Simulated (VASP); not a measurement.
# TiOs3 (Pm-3m) in VASP: notebook, part 2 of 2

VASP 6.6.1. Earlier steps stand in the parts before.

## (3) Relaxation of cell and atoms, r2SCAN, target pressure 10 GPa, at which the enthalpy is minimised

POSCAR reads:

```
TiOs3
1.0
    3.8877340000      0.0000000000      0.0000000000
    0.0000000000      3.8877340000      0.0000000000
    0.0000000000      0.0000000000      3.8877340000
Ti Os
1 3
Direct
    0.0000000000      0.0000000000      0.0000000000
    0.5000000000      0.5000000000      0.0000000000
    0.5000000000      0.0000000000      0.5000000000
    0.0000000000      0.5000000000      0.5000000000
```

INCAR.step1 reads:

```
SYSTEM = TiOs3
PREC     = Accurate       ! precision mode
ENCUT    = 600            ! plane-wave cutoff, eV
ISMEAR   = -1             ! smearing method
SIGMA    = 0.1            ! smearing width, eV
LREAL    = .FALSE.        ! projectors in reciprocal space
LASPH    = .TRUE.         ! aspherical terms in the spheres
NELM     = 60             ! most SCF steps
GGA      = PE             ! functional
ALGO     = Normal         ! electronic algorithm
EDIFF    = 1E-4           ! SCF threshold, eV
LWAVE    = .TRUE.         ! write WAVECAR
LCHARG   = .FALSE.        ! write CHGCAR
```

INCAR.step2 reads:

```
SYSTEM = TiOs3
PREC     = Accurate       ! precision mode
ENCUT    = 600            ! plane-wave cutoff, eV
EDIFF    = 1E-7           ! SCF threshold, eV
ISMEAR   = -1             ! smearing method
SIGMA    = 0.1            ! smearing width, eV
LREAL    = .FALSE.        ! projectors in reciprocal space
LASPH    = .TRUE.         ! aspherical terms in the spheres
NELM     = 60             ! most SCF steps
ALGO     = Normal         ! electronic algorithm
ISIF     = 3              ! what is computed and relaxed
LWAVE    = .FALSE.        ! write WAVECAR
LCHARG   = .FALSE.        ! write CHGCAR
METAGGA  = R2SCAN         ! meta-GGA
LMIXTAU  = .TRUE.       
IBRION   = 2              ! ionic algorithm
NSW      = 80             ! ionic steps
EDIFFG   = -0.01          ! ionic threshold
PSTRESS  = 100.0        
ISTART   = 1
```

KPOINTS reads:

```
regular mesh
0
G
  7 7 7
  0 0 0
```

Potentials or basis: VASP PAW PBE potentials, release 64 (Ti_sv, Os).

Run with:

```bash
$ cat potpaw_PBE.64/Ti_sv/POTCAR potpaw_PBE.64/Os/POTCAR > POTCAR
$ cp INCAR.step1 INCAR
$ mpirun -np 1 vasp_std > vasp.out
$ cp INCAR.step2 INCAR
$ mpirun -np 1 vasp_std > vasp.out
```

OUTCAR:

```text
SYSTEM = TiOs3
   PREC = Accurate
   ENCUT = 600
   EDIFF = 1E-7
   ISMEAR = -1
   LREAL = .FALSE.
   LASPH = .TRUE.
   NELM = 60
   ISIF = 3
   METAGGA = R2SCAN
   IBRION = 2
   NSW = 80
   EDIFFG = -0.01
   PSTRESS = 100.0
   ISTART = 1

 ion  position               nearest neighbor table
   1  0.000  0.000  0.000-   2 2.75   3 2.75   4 2.75   3 2.75   4 2.75   2 2.75   4 2.75   4 2.75
                             2 2.75   3 2.75   3 2.75   2 2.75
   2  0.500  0.500  0.000-   1 2.75   3 2.75   4 2.75   3 2.75   4 2.75   1 2.75   3 2.75   3 2.75
                             1 2.75   4 2.75   4 2.75   1 2.75
   3  0.500  0.000  0.500-   1 2.75   2 2.75   4 2.75   1 2.75   2 2.75   2 2.75   4 2.75   2 2.75
                             1 2.75   4 2.75   1 2.75   4 2.75
   4  0.000  0.500  0.500-   1 2.75   2 2.75   3 2.75   1 2.75   2 2.75   1 2.75   3 2.75   1 2.75
                             2 2.75   3 2.75   2 2.75   3 2.75

  LATTYP: Found a simple cubic cell.
 ALAT       =     3.8877340000

  Lattice vectors:

 A1 = (   3.8877340000,   0.0000000000,   0.0000000000)
 A2 = (   0.0000000000,   3.8877340000,   0.0000000000)
 A3 = (   0.0000000000,   0.0000000000,   3.8877340000)

Analysis of symmetry for initial positions (statically):
=====================================================================
 Subroutine PRICEL returns:
 Original cell was already a primitive cell.

 Routine SETGRP: Setting up the symmetry group for a
 simple cubic supercell.

 Subroutine GETGRP returns: Found 48 space group operations
 (whereof 48 operations were pure point group operations)
 out of a pool of 48 trial point group operations.

The static configuration has the point symmetry O_h .

Analysis of symmetry for dynamics (positions and initial velocities):
=====================================================================
 Subroutine PRICEL returns:
 Original cell was already a primitive cell.

 Routine SETGRP: Setting up the symmetry group for a
 simple cubic supercell.

 Subroutine GETGRP returns: Found 48 space group operations
 (whereof 48 operations were pure point group operations)
 out of a pool of 48 trial point group operations.

The dynamic configuration has the point symmetry O_h .

 Subroutine INISYM returns: Found 48 space group operations
 (whereof 48 operations are pure point group operations),
 and found     1 'primitive' translations

----------------------------------------------------------------------------------------

                                     Primitive cell

  volume of cell :      58.7611

  direct lattice vectors                    reciprocal lattice vectors
     3.887734000  0.000000000  0.000000000     0.257219244  0.000000000  0.000000000
     0.000000000  3.887734000  0.000000000     0.000000000  0.257219244  0.000000000
     0.000000000  0.000000000  3.887734000     0.000000000  0.000000000  0.257219244

  length of vectors
     3.887734000  3.887734000  3.887734000     0.257219244  0.257219244  0.257219244

  position of ions in fractional coordinates (direct lattice)
     0.000000000  0.000000000  0.000000000
     0.500000000  0.500000000  0.000000000
     0.500000000  0.000000000  0.500000000
     0.000000000  0.500000000  0.500000000

  ion indices of the primitive-cell ions
   primitive index   ion index
                 1           1
                 2           2
                 3           3
                 4           4

----------------------------------------------------------------------------------------
[... 32 lines left out ...]
  0.285714  0.142857  0.000000     24.000000
[... 12 lines left out ...]
  0.428571  0.428571  0.285714     24.000000
  0.428571  0.428571  0.428571      8.000000
   k-points           NKPTS =     20   k-points in BZ     NKDIM =     20   number of bands    NBANDS=     22
   number of dos      NEDOS =    301   number of ions     NIONS =      4
   total plane-waves  NPLWV =  32768
   dimension x,y,z NGX =    32 NGY =   32 NGZ =   32
   dimension x,y,z NGXF=    64 NGYF=   64 NGZF=   64
   ions per type =               1   3
   NGX,Y,Z   is equivalent  to a cutoff of  13.68, 13.68, 13.68 a.u.
   NGXF,Y,Z  is equivalent  to a cutoff of  27.37, 27.37, 27.37 a.u.
 SYSTEM =  TiOs3
   PREC   = accura    normal or accurate (medium, high low for compatibility)
   ISTART =      1    job   : 0-new  1-cont  2-samecut
   ICHARG =      0    charge: 1-file 2-atom 10-const
   ISPIN  =      1    spin polarized calculation?
   LNONCOLLINEAR =      F non collinear calculations
   LSORBIT =      F    spin-orbit coupling
   LASPH  =      T    aspherical Exc in radial PAW
   ENCUT  =  600.0 eV  44.10 Ry    6.64 a.u.   7.76  7.76  7.76*2*pi/ulx,y,z
   NELM   =     60;   NELMIN=  2; NELMDL=  0     # of ELM steps
   EDIFF  = 0.1E-06   stopping-criterion for ELM
   LREAL  =      F    real-space projection
   EDIFFG = -.1E-01   stopping-criterion for IOM
   NSW    =     80    number of steps for IOM
   IBRION =      2    ionic relax: 0-MD 1-quasi-New 2-CG
   NFREE  =      1    steps in history (QN), initial steepest desc. (CG)
   ISIF   =      3    stress and relaxation
   ISYM   =      2    0-nonsym 1-usesym 2-fastsym
   POTIM  = 0.5000    time-step for ionic-motion
   TEBEG  =    0.0;   TEEND  =   0.0 temperature during run
   PSTRESS=  100.0 pullay stress
   NELECT =      36.0000    total number of electrons
   NUPDOWN=      -1.0000    fix difference up-down
   EMIN   =  10.00;   EMAX   =-10.00  energy-range for DOS
   EFERMI =   0.00;   METHOD = LEGACY
   ISMEAR =    -1;   SIGMA  =   0.10  broadening in eV -4-tet -1-fermi 0-gaus
   EFERMI_NEDOS =   21; number of points for ismear=-14 and -15
   IALGO  =     38    algorithm
   IMIX   =      4    mixing-type and parameters
     AMIX     =   0.40;   BMIX     =  1.00
     AMIX_MAG =   1.60;   BMIX_MAG =  1.00
  volume/ion in A,a.u.               =      14.69        99.13
  Fermi-wavevector in a.u.,A,eV,Ry     =   1.390419  2.627511 26.303679  1.933266
  Thomas-Fermi vector in A             =   2.514356
   LORBIT       =      0    0 simple, 1 ext, 2 COOP (PROOUT), +10 PAW based schemes
   METAGGA = R2SCAN    functional components
   LHFCALC =     F    Hartree Fock is set to
   AEXX    =    0.0000 exact exchange contribution
   IVDW    =     0    specifies the selected vdW correction
   LEPSILON=     F    determine dielectric tensor
   LRPA    =     F    only Hartree local field effects (RPA)
 conjugate gradient relaxation of ions
 non-spin polarized calculation
  energy-cutoff  :      600.00
  volume of cell :       58.76
 maximum number of plane-waves:      1973
 NGX is ok and might be reduce to    32
   NGX = 15   NGY = 15   NGZ = 15

--------------------------------------- Ionic step        1  -------------------------------------------

 number of electron      36.0000002 magnetization

 Free energy of the ion-electron system (eV)
  ---------------------------------------------------
  ext. energy  EPLUGINS =         0.00000000
  ---------------------------------------------------
  free energy    TOTEN  =      -172.62857475 eV

  energy without entropy =     -172.46857435  energy(sigma->0) =     -172.54857455

------------------------ aborting loop because EDIFF is reached ----------------------------------------

  FORCE on cell =-STRESS in cart. coord.  units (eV):
  Direction    XX          YY          ZZ          XY          YZ          ZX
  --------------------------------------------------------------------------------------
  -------------------------------------------------------------------------------------
  Total       -2.0297139     -2.0297139     -2.0297139      0.0000000     -0.0000000      0.0000000
  in kB      -55.3421182    -55.3421182    -55.3421182      0.0000000     -0.0000000      0.0000000
  external PRESSURE =    -155.3421182 kB  Pullay stress =     100.0000000 kB
[... 27 lines left out ...]
--------------------------------------- Ionic step        2  -------------------------------------------

 number of electron      36.0000004 magnetization

 E-fermi :  11.6418     XC(G=0): -16.0073

 val. band max:       11.6161329453   @ k =   0.4286   0.4286   0.1429
 cond. band min:      11.6527912605   @ k =   0.4286   0.0000   0.0000
 fundamental gap:      0.0366583153
 Fermi energy:        11.6418407142

 k-point     1 :       0.0000    0.0000    0.0000
  band No.  band energies     occupation
      1     -46.5980      2.00000
      2     -21.9353      2.00000
      3     -21.9353      2.00000
      4     -21.9353      2.00000
      5       0.3551      2.00000
      6       2.8598      2.00000
[... 608 lines left out ...]
--------------------------------------- Ionic step        5  -------------------------------------------

 number of electron      36.0000003 magnetization

 Free energy of the ion-electron system (eV)
  ---------------------------------------------------
  ext. energy  EPLUGINS =         0.00000000
  ---------------------------------------------------
  free energy    TOTEN  =      -172.59685135 eV

  energy without entropy =     -172.44500482  energy(sigma->0) =     -172.52092808

 E-fermi :   9.1259     XC(G=0): -14.9156

 val. band max:        9.1125777206   @ k =   0.4286   0.4286   0.4286
 cond. band min:       9.1438068857   @ k =   0.4286   0.4286   0.1429
 fundamental gap:      0.0312291651
 Fermi energy:         9.1258510486

 k-point     1 :       0.0000    0.0000    0.0000
  band No.  band energies     occupation
      1     -49.5535      2.00000
      2     -24.7966      2.00000
      3     -24.7966      2.00000
      4     -24.7966      2.00000
      5      -0.9112      2.00000
      6       2.0616      2.00000
[... 524 lines left out ...]
  energy  without entropy=     -172.4450048174  energy(sigma->0) =     -172.52092808

  enthalpy is  TOTEN    =      -169.0941638144 eV   P V=        3.5026875318

 reached required accuracy - stopping structural energy minimisation
```

Wall time 8 min (1 thread of Oxide Virtual Turin-like, shared host); peak memory 0.18 GiB.

Results:

* Free energy: -172.5969 eV
* Relaxed volume: 14.03 Å³/atom
* Relaxed cell: a = 3.829 Å, b = 3.829 Å, c = 3.829 Å, α = 90.00°, β = 90.00°, γ = 90.00°
* Space group after relaxing (to 0.1 Å): Pm-3m (No. 221)
* Energy change on relaxing (the run minimises the enthalpy): +7.9 meV/atom
* Ionic steps: 5
* Pressure after relaxing: 10.1 GPa
* Band gap on the k mesh: zero (bands 18 and 19 overlap by 3.80 eV)

The path:
```
step  energy change (eV)  largest force (eV/Å)  pressure (GPa)  volume (Å³)
   1              0.0000                0.0000           -5.53        58.76
   2              2.6833                0.0000          100.58        47.46
   3              0.0199                0.0000            8.75        56.32
   4              0.0286                0.0000            9.74        56.17
   5              0.0317                0.0000           10.08        56.12
```

Final structure:
```xyz
4
Lattice="3.8286 0.0000 0.0000 0.0000 3.8286 0.0000 0.0000 0.0000 3.8286" Properties=species:S:1:pos:R:3 pbc="T T T"
Ti    0.0000    0.0000    0.0000
Os    1.9143    1.9143    0.0000
Os    1.9143    0.0000    1.9143
Os    0.0000    1.9143    1.9143
```

Levels at points of the mesh, in eV from the Fermi level:
| k point | band 16 | band 17 | band 18 | band 19 | band 20 | band 21 |
| --- | --- | --- | --- | --- | --- | --- |
| (0.00, 0.00, 0.00) | 1.14 | 3.12 | 3.22 | 3.22 | 3.22 | 3.78 |

Caveat: the cell is relaxed towards a set pressure, so the run minimises the enthalpy, not the energy; the PAW data sets were made with another functional, which shifts forces and pressure a little; spin-orbit coupling is left out, which moves the levels of the heavy elements.

## (4) Relaxation of cell and atoms, r2SCAN, target pressure 20 GPa, at which the enthalpy is minimised

POSCAR is that of step 3.

INCAR.step1 reads:

```
SYSTEM = TiOs3
PREC     = Accurate       ! precision mode
ENCUT    = 600            ! plane-wave cutoff, eV
ISMEAR   = -1             ! smearing method
SIGMA    = 0.1            ! smearing width, eV
LREAL    = .False.        ! projectors in reciprocal space
LASPH    = .True.         ! aspherical terms in the spheres
NELM     = 60             ! most SCF steps
GGA      = PE             ! functional
ALGO     = Normal         ! electronic algorithm
EDIFF    = 1E-4           ! SCF threshold, eV
LWAVE    = .True.         ! write WAVECAR
LCHARG   = .False.        ! write CHGCAR
```

INCAR.step2 reads:

```
SYSTEM = TiOs3
PREC     = Accurate       ! precision mode
ENCUT    = 600            ! plane-wave cutoff, eV
EDIFF    = 1E-6           ! SCF threshold, eV
ISMEAR   = -1             ! smearing method
SIGMA    = 0.1            ! smearing width, eV
LREAL    = .False.        ! projectors in reciprocal space
LASPH    = .True.         ! aspherical terms in the spheres
NELM     = 60             ! most SCF steps
ALGO     = Normal         ! electronic algorithm
ISIF     = 3              ! what is computed and relaxed
LWAVE    = .False.        ! write WAVECAR
LCHARG   = .False.        ! write CHGCAR
METAGGA  = R2SCAN         ! meta-GGA
LMIXTAU  = .True.       
IBRION   = 2              ! ionic algorithm
NSW      = 80             ! ionic steps
EDIFFG   = -0.01          ! ionic threshold
PSTRESS  = 200.0        
ISTART   = 1
```

KPOINTS reads:

```
Automatic mesh
0
Gamma
  7 7 7
  0 0 0
```

Run with:

```bash
$ cat potpaw_PBE.64/Ti_sv/POTCAR potpaw_PBE.64/Os/POTCAR > POTCAR
$ cp INCAR.step1 INCAR
$ mpirun -np 1 vasp_std > vasp.out
$ cp INCAR.step2 INCAR
$ mpirun -np 1 vasp_std > vasp.out
```

Run time: 7.2 min. Hardware: 1 thread of Oxide Virtual Turin-like, shared host; peak memory 0.19 GiB.

The run converged. Its results:

```
Free energy                                                : -172.4674 eV
Relaxed volume                                             : 13.68 Å³/atom
Relaxed cell                                               : a = 3.797 Å, b = 3.797 Å, c = 3.797 Å, α = 90.00°, β = 90.00°, γ = 90.00°
Space group after relaxing (to 0.1 Å)                      : Pm-3m (No. 221)
Energy change on relaxing (the run minimises the enthalpy) : +40.3 meV/atom
Ionic steps                                                : 5
Pressure after relaxing                                    : 20.0 GPa
Band gap on the k mesh                                     : zero (bands 18 and 19 overlap by 3.94 eV)
```

The path:
| step | energy change (eV) | largest force (eV/Å) | pressure (GPa) | volume (Å³) |
| --- | --- | --- | --- | --- |
| 1 | 0.0000 | 0.0000 | -5.56 | 58.76 |
| 2 | 9.2656 | 0.0000 | 240.83 | 41.00 |
| 3 | 0.1025 | 0.0000 | 16.20 | 55.25 |
| 4 | 0.1412 | 0.0000 | 18.78 | 54.90 |
| 5 | 0.1611 | 0.0000 | 20.02 | 54.73 |

Final structure:
```cif
data_structure
_symmetry_space_group_name_H-M 'P 1'
_symmetry_Int_Tables_number 1
_cell_length_a 3.7967
_cell_length_b 3.7967
_cell_length_c 3.7967
_cell_angle_alpha 90.000
_cell_angle_beta 90.000
_cell_angle_gamma 90.000
_cell_volume 54.73
loop_
_atom_site_label
_atom_site_type_symbol
_atom_site_fract_x
_atom_site_fract_y
_atom_site_fract_z
_atom_site_occupancy
Ti1 Ti 0.00000 0.00000 0.00000 1
Os1 Os 0.50000 0.50000 0.00000 1
Os2 Os 0.50000 0.00000 0.50000 1
Os3 Os 0.00000 0.50000 0.50000 1
```

Levels at points of the mesh, in eV from the Fermi level:
| k point | band 15 | band 16 | band 17 | band 18 | band 19 | band 20 | band 21 | band 22 |
| --- | --- | --- | --- | --- | --- | --- | --- | --- |
| (0.00, 0.00, 0.00) | 1.18 | 1.18 | 3.25 | 3.34 | 3.34 | 3.34 | 3.94 | 3.94 |

Caveat: the cell is relaxed towards a set pressure, so the run minimises the enthalpy, not the energy; the PAW data sets were made with another functional, which shifts forces and pressure a little; spin-orbit coupling is left out, which moves the levels of the heavy elements.

## (5) Overview

```tsv
cell	gap on the mesh (eV)	pressure (GPa)
relaxed to 5 GPa	none	4.9
relaxed to 10 GPa	none	10.1
relaxed to 20 GPa	none	20.0
```

Alike in all rows: task relaxation of cell and atoms; level r2SCAN; potentials or basis VASP PAW PBE potentials, release 64 (Ti_sv, Os); no spin polarisation; k mesh 7 × 7 × 7; cutoff (eV) 600; smearing fermi-dirac 0.1 eV.

Caveats: the cell is relaxed towards a set pressure, so the run minimises the enthalpy, not the energy; the PAW data sets were made with another functional, which shifts forces and pressure a little; spin-orbit coupling is left out, which moves the levels of the heavy elements.

Total energies depend on the potentials used, so only differences within one code and one set of settings carry meaning.

The gap in the log of VASP goes by the Fermi energy; the results here count the filled bands.